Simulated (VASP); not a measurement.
# ZrB2 (P2/m) in VASP: further runs

ZrB2 is run at these levels: PBEsol; tasks: single point.

Program: VASP 6.6.1. These are calculated values, not measurements. Logs are shortened: lines on timing, memory, paths and dates and some standing lists are left out, and cuts for length are marked.

## Step 1: The cell of the first run

The structure is monoclinic, space group P2/m (No. 10). Conventional cell: a = 3.143 Å, b = 3.533 Å, c = 3.170 Å, α = 90.00°, β = 119.14°, γ = 90.00°. Within 3.3 Å of Zr (site symmetry 2/m) lie 12 B at 2.53 to 2.56 Å and 6 Zr at 3.14 to 3.20 Å. Within 2.4 Å of B (site symmetry m) lie 3 B at 1.81 to 1.85 Å.

## Step 2: Single point, PBEsol

Contents of INCAR:

```
SYSTEM = ZrB2
  PREC = Accurate
  ENCUT = 500
  EDIFF = 1E-6
  ISMEAR = -1
  SIGMA = 0.05
  LREAL = .False.
  LASPH = .True.
  NELM = 120
  ALGO = Normal
  ISIF = 2
  LWAVE = .False.
  LCHARG = .True.
  GGA = PS
  LELF = .True.
  LVHAR = .True.
  NBANDS = 16
  GGA_COMPAT = .False.
```

Contents of KPOINTS:

```
regular mesh
0
Gamma
  10 10 8
  0 0 0
```

Contents of POSCAR:

```
ZrB2
1.0
    3.1700000000     -0.0317000000      0.0000000000
   -1.6124530053      2.7611505300      0.0000000000
    0.0000000000      0.0000000000      3.5330000000
Zr B
1 2
Direct
    0.0000000000      0.0000000000      0.0000000000
    0.6666666667      0.3333333333      0.5000000000
    0.3333333333      0.6666666667      0.5000000000
```

Potentials or basis: VASP PAW PBE potentials, release 64 (Zr_sv, B).

Command:

```console
cat potpaw_PBE.64/Zr_sv/POTCAR potpaw_PBE.64/B/POTCAR > POTCAR
mpirun -np 1 vasp_std > vasp.out
```

OUTCAR:

```text
SYSTEM = ZrB2
   PREC = Accurate
   ENCUT = 500
   EDIFF = 1E-6
   ISMEAR = -1
   LREAL = .False.
   LASPH = .True.
   NELM = 120
   ISIF = 2
   GGA = PS

 ion  position               nearest neighbor table
   1  0.000  0.000  0.000-   2 2.53   2 2.53   3 2.53   3 2.53   2 2.54   2 2.54   3 2.54   3 2.54
                             2 2.56   3 2.56   2 2.56   3 2.56
   2  0.667  0.333  0.500-   3 1.81   3 1.83   3 1.85   1 2.53   1 2.53   1 2.54   1 2.54   1 2.56
                             1 2.56
   3  0.333  0.667  0.500-   2 1.81   2 1.83   2 1.85   1 2.53   1 2.53   1 2.54   1 2.54   1 2.56
                             1 2.56

  LATTYP: Found a simple monoclinic cell.
 ALAT       =     3.1425869656
 B/A-ratio  =     1.1242330089
 C/A-ratio  =     1.0087735139
 COS(beta)  =    -0.4869160342

  Lattice vectors:

 A1 = (   1.5575469947,   2.7294505300,   0.0000000000)
 A2 = (   0.0000000000,   0.0000000000,  -3.5330000000)
 A3 = (  -3.1700000000,   0.0317000000,   0.0000000000)

Analysis of symmetry for initial positions (statically):
=====================================================================
 Subroutine PRICEL returns:
 Original cell was already a primitive cell.

 Routine SETGRP: Setting up the symmetry group for a
 simple monoclinic supercell.

 Subroutine GETGRP returns: Found  4 space group operations
 (whereof  4 operations were pure point group operations)
 out of a pool of  4 trial point group operations.

The static configuration has the point symmetry C_2h.

Analysis of symmetry for dynamics (positions and initial velocities):
=====================================================================
 Subroutine PRICEL returns:
 Original cell was already a primitive cell.

 Routine SETGRP: Setting up the symmetry group for a
 simple monoclinic supercell.

 Subroutine GETGRP returns: Found  4 space group operations
 (whereof  4 operations were pure point group operations)
 out of a pool of  4 trial point group operations.

The dynamic configuration has the point symmetry C_2h.

 Subroutine INISYM returns: Found  4 space group operations
 (whereof  4 operations are pure point group operations),
 and found     1 'primitive' translations

----------------------------------------------------------------------------------------

                                     Primitive cell

  volume of cell :      30.7432

  direct lattice vectors                    reciprocal lattice vectors
     3.170000000 -0.031700000  0.000000000     0.317310439  0.185302527  0.000000000
    -1.612453005  2.761150530  0.000000000     0.003642953  0.364295274  0.000000000
     0.000000000  0.000000000  3.533000000     0.000000000  0.000000000  0.283045570

  length of vectors
     3.170158496  3.197492290  3.533000000     0.367454679  0.364313489  0.283045570

  position of ions in fractional coordinates (direct lattice)
     0.000000000  0.000000000  0.000000000
     0.666666667  0.333333333  0.500000000
     0.333333333  0.666666667  0.500000000

  ion indices of the primitive-cell ions
   primitive index   ion index
                 1           1
                 2           2
                 3           3

----------------------------------------------------------------------------------------

 KPOINTS: regular mesh

Automatic generation of k-mesh.
 Grid dimensions read from file:
 generate k-points for:   10   10    8

 Generating k-lattice:

  Cartesian coordinates                     Fractional coordinates (reciprocal lattice)
     0.031731044  0.018530253  0.000000000     0.100000000  0.000000000  0.000000000
     0.000364295  0.036429527  0.000000000     0.000000000  0.100000000  0.000000000
     0.000000000  0.000000000  0.035380696     0.000000000  0.000000000  0.125000000

  Length of vectors
     0.036745468  0.036431349  0.035380696

  Shift w.r.t. Gamma in fractional coordinates (k-lattice)
     0.000000000  0.000000000  0.000000000

 Subroutine IBZKPT returns following result:
 ===========================================

 Found    260 irreducible k-points:

 Following reciprocal coordinates:
            Coordinates               Weight
  0.000000  0.000000  0.000000      1.000000
  0.100000 -0.000000  0.000000      2.000000
  0.200000 -0.000000  0.000000      2.000000
  0.300000 -0.000000  0.000000      2.000000
  0.400000 -0.000000  0.000000      2.000000
  0.500000 -0.000000  0.000000      1.000000
[... 16 lines left out ...]
 -0.400000  0.200000  0.000000      2.000000
 -0.300000  0.200000  0.000000      2.000000
 [... further k-points ...]
   k-points           NKPTS =    260   k-points in BZ     NKDIM =    260   number of bands    NBANDS=     16
   number of dos      NEDOS =    301   number of ions     NIONS =      3
   total plane-waves  NPLWV =  16128
   dimension x,y,z NGX =    24 NGY =   24 NGZ =   28
   dimension x,y,z NGXF=    48 NGYF=   48 NGZF=   56
   ions per type =               1   2
   NGX,Y,Z   is equivalent  to a cutoff of  12.59, 12.48, 13.18 a.u.
   NGXF,Y,Z  is equivalent  to a cutoff of  25.17, 24.96, 26.35 a.u.
 SYSTEM =  ZrB2
   PREC   = accura    normal or accurate (medium, high low for compatibility)
   ISTART =      0    job   : 0-new  1-cont  2-samecut
   ICHARG =      2    charge: 1-file 2-atom 10-const
   ISPIN  =      1    spin polarized calculation?
   LNONCOLLINEAR =      F non collinear calculations
   LSORBIT =      F    spin-orbit coupling
   LASPH  =      T    aspherical Exc in radial PAW
   ENCUT  =  500.0 eV  36.75 Ry    6.06 a.u.   5.78  5.83  6.44*2*pi/ulx,y,z
   NELM   =    120;   NELMIN=  2; NELMDL= -5     # of ELM steps
   EDIFF  = 0.1E-05   stopping-criterion for ELM
   LREAL  =      F    real-space projection
   EDIFFG = 0.1E-04   stopping-criterion for IOM
   NSW    =      0    number of steps for IOM
   IBRION =     -1    ionic relax: 0-MD 1-quasi-New 2-CG
   NFREE  =      0    steps in history (QN), initial steepest desc. (CG)
   ISIF   =      2    stress and relaxation
   ISYM   =      2    0-nonsym 1-usesym 2-fastsym
   POTIM  = 0.5000    time-step for ionic-motion
   TEBEG  =    0.0;   TEEND  =   0.0 temperature during run
   PSTRESS=    0.0 pullay stress
   NELECT =      18.0000    total number of electrons
   NUPDOWN=      -1.0000    fix difference up-down
   EMIN   =  10.00;   EMAX   =-10.00  energy-range for DOS
   EFERMI =   0.00;   METHOD = LEGACY
   ISMEAR =    -1;   SIGMA  =   0.05  broadening in eV -4-tet -1-fermi 0-gaus
   EFERMI_NEDOS =   21; number of points for ismear=-14 and -15
   IALGO  =     38    algorithm
   IMIX   =      4    mixing-type and parameters
     AMIX     =   0.40;   BMIX     =  1.00
     AMIX_MAG =   1.60;   BMIX_MAG =  1.00
  volume/ion in A,a.u.               =      10.25        69.16
  Fermi-wavevector in a.u.,A,eV,Ry     =   1.369565  2.588102 25.520548  1.875707
  Thomas-Fermi vector in A             =   2.495429
   LORBIT       =      0    0 simple, 1 ext, 2 COOP (PROOUT), +10 PAW based schemes
   GGA     = PS    functional components
   LHFCALC =     F    Hartree Fock is set to
   AEXX    =    0.0000 exact exchange contribution
   IVDW    =     0    specifies the selected vdW correction
   LEPSILON=     F    determine dielectric tensor
   LRPA    =     F    only Hartree local field effects (RPA)
 non-spin polarized calculation
  energy-cutoff  :      500.00
  volume of cell :       30.74
 maximum number of plane-waves:       793
   NGX = 11   NGY = 11   NGZ = 13

 number of electron      18.0000000 magnetization

 Free energy of the ion-electron system (eV)
  ---------------------------------------------------
  ext. energy  EPLUGINS =         0.00000000
  ---------------------------------------------------
  free energy    TOTEN  =       -26.38465438 eV

  energy without entropy =      -26.38183701  energy(sigma->0) =      -26.38324569

 E-fermi :  10.3336     XC(G=0): -12.5384

 val. band max:       10.3308912196   @ k =   0.5000   0.3000   0.0000
 cond. band min:      10.3391034890   @ k =  -0.2000   0.4000   0.1250
 fundamental gap:      0.0082122694
 Fermi energy:        10.3336185139

 k-point     1 :       0.0000    0.0000    0.0000
  band No.  band energies     occupation
      1     -38.0795      2.00000
      2     -16.3014      2.00000
      3     -15.7605      2.00000
      4     -15.7242      2.00000
      5      -2.2678      2.00000
      6       7.6863      2.00000
[... 8 lines left out ...]
     15      15.5325      0.00000
     16      15.7767      0.00000

 k-point     2 :       0.1000   -0.0000    0.0000
  band No.  band energies     occupation
      1     -38.0678      2.00000
      2     -16.2842      2.00000
      3     -15.8283      2.00000
      4     -15.7793      2.00000
      5      -2.0645      2.00000
      6       7.3198      2.00000
[... 8 lines left out ...]
     15      16.3744      0.00000
     16      16.7194      0.00000

 k-point     3 :       0.2000   -0.0000    0.0000
  band No.  band energies     occupation
      1     -38.0371      2.00000
      2     -16.2387      2.00000
      3     -16.0814      2.00000
      4     -15.8396      2.00000
      5      -1.4879      2.00000
      6       6.0627      2.00000
[... 8 lines left out ...]
     15      17.1121      0.00000
     16      18.2278      0.00000

 k-point     4 :       0.3000   -0.0000    0.0000
  band No.  band energies     occupation
      1     -37.9987      2.00000
      2     -16.3816      2.00000
      3     -16.1818      2.00000
      4     -15.9115      2.00000
      5      -0.6136      2.00000
      6       4.6251      2.00000
[... 8 lines left out ...]
     15      18.1768      0.00000
     16      20.4134      0.00000
[... 324 lines left out ...]
 k-point    22 :       0.5000    0.2000    0.0000
  band No.  band energies     occupation
      1     -37.9595      2.00000
      2     -16.5417      2.00000
      3     -16.1399      2.00000
      4     -16.1223      2.00000
      5       0.9456      2.00000
      6       3.4826      2.00000
[... 8 lines left out ...]
     15      18.9259      0.00000
     16      20.3230      0.00000

 k-point    23 :      -0.4000    0.2000    0.0000
  band No.  band energies     occupation
      1     -37.9855      2.00000
      2     -16.4265      2.00000
      3     -16.1607      2.00000
      4     -16.0104      2.00000
      5      -0.1323      2.00000
      6       4.4289      2.00000
[... 8 lines left out ...]
     15      17.7734      0.00000
     16      19.6191      0.00000

 k-point    24 :      -0.3000    0.2000    0.0000
  band No.  band energies     occupation
      1     -38.0166      2.00000
      2     -16.2626      2.00000
      3     -16.2068      2.00000
      4     -15.8723      2.00000
      5      -0.9746      2.00000
      6       5.1771      2.00000
[... 8 lines left out ...]
     15      17.3256      0.00000
     16      18.7902      0.00000

 [... further k-points ...]

------------------------ aborting loop because EDIFF is reached ----------------------------------------

  FORCE on cell =-STRESS in cart. coord.  units (eV):
  Direction    XX          YY          ZZ          XY          YZ          ZX
  --------------------------------------------------------------------------------------
  -------------------------------------------------------------------------------------
  Total       -0.6797692     -0.6898478     -0.7235180      0.9698485      0.0000000      0.0000000
  in kB      -35.4260501    -35.9512899    -37.7060091     50.5434759      0.0000000      0.0000000
  external PRESSURE =     -36.3611164 kB  Pullay stress =       0.0000000 kB

 VOLUME and BASIS-vectors are now :
 -----------------------------------------------------------------------------
  energy-cutoff  :      500.00
  volume of cell :       30.74
      direct lattice vectors                 reciprocal lattice vectors
     3.170000000 -0.031700000  0.000000000     0.317310439  0.185302527  0.000000000
    -1.612453005  2.761150530  0.000000000     0.003642953  0.364295274  0.000000000
     0.000000000  0.000000000  3.533000000     0.000000000  0.000000000  0.283045570

 POSITION                                       TOTAL-FORCE (eV/Angst)
 -----------------------------------------------------------------------------------
      0.00000      0.00000      0.00000        -0.000000      0.000000      0.000000
      1.57585      0.89925      1.76650         0.029343     -0.006154     -0.000000
     -0.01830      1.83020      1.76650        -0.029343      0.006154      0.000000
 -----------------------------------------------------------------------------------
    total drift:                               -0.000000      0.000000      0.000000

  FREE ENERGIE OF THE ION-ELECTRON SYSTEM (eV)
  ---------------------------------------------------
  free  energy   TOTEN  =       -26.3846543752 eV

  energy  without entropy=      -26.3818370100  energy(sigma->0) =      -26.38324569
```

Wall time 45 s (1 thread of Intel Xeon Platinum 8488C (Sapphire Rapids), shared host); peak memory 0.23 GiB.

Results:

| Quantity | Value |
| --- | --- |
| Free energy | -26.3847 eV |
| Pressure | -3.6 GPa |
| Largest force | 0.030 eV/Å |
| Band gap on the k mesh | zero (bands 9 and 10 overlap by 0.82 eV) |

Forces in eV/Å, atoms in the order of the input:
```
Zr   0.000  0.000  0.000
B    0.029 -0.006  0.000
B   -0.029  0.006  0.000
```

Caveat: the cell stands under tension; the PAW data sets were made with another functional, which shifts forces and pressure a little.

## Step 3: Single point, PBEsol

Contents of INCAR:

```
SYSTEM = ZrB2
PREC = Accurate ; ENCUT = 500
EDIFF = 1E-6 ; ISMEAR = -1
SIGMA = 0.05 ; LREAL = .FALSE.
LASPH = .TRUE. ; NELM = 120
ALGO = Normal ; ISIF = 2
LWAVE = .FALSE. ; LCHARG = .TRUE.
GGA = PS ; LELF = .TRUE.
LVHAR = .TRUE. ; NBANDS = 16
GGA_COMPAT = .FALSE.
```

Contents of KPOINTS:

```
Automatic mesh
0
G
  10 10 8
  0 0 0
```

Contents of POSCAR:

```
ZrB2
1.0
    3.1700000000      0.0317000000      0.0000000000
   -1.5575469947      2.7294505300      0.0000000000
    0.0000000000      0.0000000000      3.5330000000
Zr B
1 2
Direct
    0.0000000000      0.0000000000      0.0000000000
    0.6666666667      0.3333333333      0.5000000000
    0.3333333333      0.6666666667      0.5000000000
```

Potentials or basis: VASP PAW PBE potentials, release 64 (Zr_sv, B).

Command:

```console
cat potpaw_PBE.64/Zr_sv/POTCAR potpaw_PBE.64/B/POTCAR > POTCAR
mpirun -np 1 vasp_std > vasp.out
```

Wall time 45 s (1 thread of Intel Xeon Platinum 8488C (Sapphire Rapids), shared host); peak memory 0.23 GiB.

The run converged. Its results:

```
Free energy            : -26.3847 eV
Pressure               : -3.6 GPa
Largest force          : 0.030 eV/Å
Band gap on the k mesh : zero (bands 9 and 10 overlap by 0.82 eV)
```

Forces in eV/Å, atoms in the order of the input:
```
Zr   0.000  0.000  0.000
B   -0.029 -0.006  0.000
B    0.029  0.006  0.000
```

Stress tensor (GPa, compression positive):
```
-3.54 -5.05  0.00
-5.05 -3.60  0.00
 0.00  0.00 -3.77
```

Levels at points of the mesh, in eV from the Fermi level:
```csv
k point,band 6,band 7,band 8,band 9,band 10,band 11,band 12,band 13
"(0.00, 0.00, 0.00)",-2.65,-2.53,-2.40,-2.23,3.44,3.53,4.20,4.38
"(0.50, 0.00, 0.00)",-8.45,-3.84,-2.81,-2.57,2.42,2.48,4.96,5.24
"(0.00, 0.50, 0.00)",-8.36,-3.81,-2.94,-2.62,2.35,2.39,4.92,5.21
"(0.50, 0.50, 0.00)",-8.26,-3.78,-3.06,-2.67,2.28,2.29,4.96,5.12
"(0.00, 0.00, 0.50)",-6.88,-0.89,-0.79,0.33,0.47,0.69,1.02,1.91
"(0.50, 0.00, 0.50)",-6.84,-4.37,-4.01,-1.99,3.77,4.41,5.37,6.30
"(0.00, 0.50, 0.50)",-6.86,-4.51,-4.05,-1.89,3.83,4.19,5.40,6.34
"(0.50, 0.50, 0.50)",-6.88,-4.65,-4.10,-1.79,3.88,3.97,5.45,6.42
```

Caveat: the cell stands under tension; the PAW data sets were made with another functional, which shifts forces and pressure a little.

## Step 4: Single point, PBEsol

Contents of INCAR:

```
ALGO = Normal
EDIFF = 1E-6
ENCUT = 500
GGA = PS
GGA_COMPAT = False
ISIF = 2
ISMEAR = -1
LASPH = True
LCHARG = False
LREAL = False
LWAVE = False
NBANDS = 16
NELM = 120
PREC = Accurate
SIGMA = 0.05
```

Contents of KPOINTS:

```
k-points
0
Gamma
  10 10 8
```

Contents of POSCAR:

```
ZrB2
1.0
    3.1700000000      0.0634000000      0.0000000000
   -1.5300939894      2.7136005300      0.0000000000
    0.0000000000      0.0000000000      3.5330000000
Zr B
1 2
Direct
    0.0000000000      0.0000000000      0.0000000000
    0.6666666667      0.3333333333      0.5000000000
    0.3333333333      0.6666666667      0.5000000000
```

Command:

```console
cat potpaw_PBE.64/Zr_sv/POTCAR potpaw_PBE.64/B/POTCAR > POTCAR
mpirun -np 1 vasp_std > vasp.out
```

Run time: 44 s. Hardware: 1 thread of Intel Xeon Platinum 8488C (Sapphire Rapids), shared host; peak memory 0.23 GiB.

It converged, with:

```yaml
Free_energy: -26.3558 eV
Pressure: -3.4 GPa
Largest_force: 0.064 eV/Å
Band_gap_on_the_k_mesh: zero (bands 9 and 10 overlap by 0.83 eV)
```

Forces in eV/Å, atoms in the order of the input:
```
Zr   0.000  0.000  0.000
B   -0.059 -0.025  0.000
B    0.059  0.025  0.000
```

Stress tensor (GPa, compression positive):
```
 -3.12 -10.05   0.00
-10.05  -3.30   0.00
  0.00   0.00  -3.68
```

Levels at points of the mesh, in eV from the Fermi level:
```tsv
k point	band 7	band 8	band 9	band 10	band 11	band 12
(0.00, 0.00, 0.00)	-2.54	-2.29	-2.24	3.38	3.55	4.11
(0.50, 0.00, 0.00)	-3.88	-2.69	-2.53	2.48	2.58	4.86
(0.00, 0.50, 0.00)	-3.82	-2.94	-2.62	2.35	2.39	4.75
(0.50, 0.50, 0.00)	-3.76	-3.19	-2.73	2.19	2.20	4.81
(0.00, 0.00, 0.50)	-0.95	-0.74	0.24	0.53	0.53	1.19
(0.50, 0.00, 0.50)	-4.24	-3.97	-2.10	3.70	4.62	5.31
(0.00, 0.50, 0.50)	-4.52	-4.05	-1.90	3.82	4.18	5.34
(0.50, 0.50, 0.50)	-4.79	-4.15	-1.69	3.76	3.93	5.49
```

Caveat: the cell stands under tension; the PAW data sets were made with another functional, which shifts forces and pressure a little.

## Step 5: Summary

| cell | gap on the mesh (eV) | pressure (GPa) | largest force (eV/Å) |
| --- | --- | --- | --- |
| a = 3.170, b = 3.197, c = 3.533 Å, angles 90.0, 90.0, 120.9°, 3 atoms | none | -3.6 | 0.03 |
| a = 3.170, b = 3.143, c = 3.533 Å, angles 90.0, 90.0, 119.1°, 3 atoms | none | -3.6 | 0.03 |
| a = 3.171, b = 3.115, c = 3.533 Å, angles 90.0, 90.0, 118.3°, 3 atoms | none | -3.4 | 0.06 |

Alike in all rows: task single point; level PBEsol; potentials or basis VASP PAW PBE potentials, release 64 (Zr_sv, B); no spin polarisation; k mesh 10 × 10 × 8; cutoff (eV) 500; smearing fermi-dirac 0.05 eV.

Caveats: the cell stands under tension; the PAW data sets were made with another functional, which shifts forces and pressure a little.

Absolute energies hang on the potentials; compare differences alone.
